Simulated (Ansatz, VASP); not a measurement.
## Cd: VASP beside Ansatz

File INCAR:

```
SYSTEM = Cd
  PREC = Accurate
  ENCUT = 520
  EDIFF = 1E-7
  ISMEAR = -1
  SIGMA = 0.08
  LREAL = .False.
  LASPH = .True.
  NELM = 100
  ALGO = Normal
  ISIF = 2
  LWAVE = .False.
  LCHARG = .False.
  GGA = PE
  NBANDS = 19
```

File KPOINTS:

```
regular mesh
0
Gamma
  15 15 8
  0 0 0
```

Contents of POSCAR:

```
Cd
1.0
    3.1463646362      0.0000000000      0.0000000000
   -1.5731823181      2.7248317045      0.0000000000
    0.0000000000      0.0000000000      5.0196170019
Cd
2
Direct
    0.3333333333      0.6666666667      0.2500000000
    0.6666666667      0.3333333333      0.7500000000
```

Input for Ansatz:

```yaml
crystal:
  lattice:
    - [3.1463646362, 0.0, 0.0]
    - [-1.5731823181, 2.7248317045, 0.0]
    - [0.0, 0.0, 5.0196170019]
  atoms:
    - { symbol: Cd, position: [0.3333333333, 0.6666666667, 0.25] }
    - { symbol: Cd, position: [0.6666666667, 0.3333333333, 0.75] }
kpoints:
  mp_grid: { grid: [15, 15, 8] }
scf:
  occupations: { method: fermi_dirac, width: 0.08 }
hamiltonian:
  xc: pbe
  pseudopotentials: { kind: all_electron, lapw: { basis_error: 0.001 } }
output:
  forces: true
  stress: true
  eigenvalues: true
  populations: true
```

Change from the starting cell: volume scaled by 0.95, LAPW.

Alike in both runs: task single point; functional PBE; k mesh 15 × 15 × 8; occupations fermi-dirac, width 0.08 eV; no spin polarisation.

|  | VASP | Ansatz |
| --- | --- | --- |
| version | VASP 6.6.1 | Ansatz 0.2.0 |
| potentials or method | VASP PAW PBE potentials, release 64 (Cd), cutoff 520 eV | all-electron LAPW, scalar-relativistic |

VASP gave:

```
pressure (GPa) : 2.8
```

Q: What did Ansatz give for the same quantities?

A: Pressure (GPa): 2.5.

Ansatz ran all-electron here, and VASP with PAW potentials.
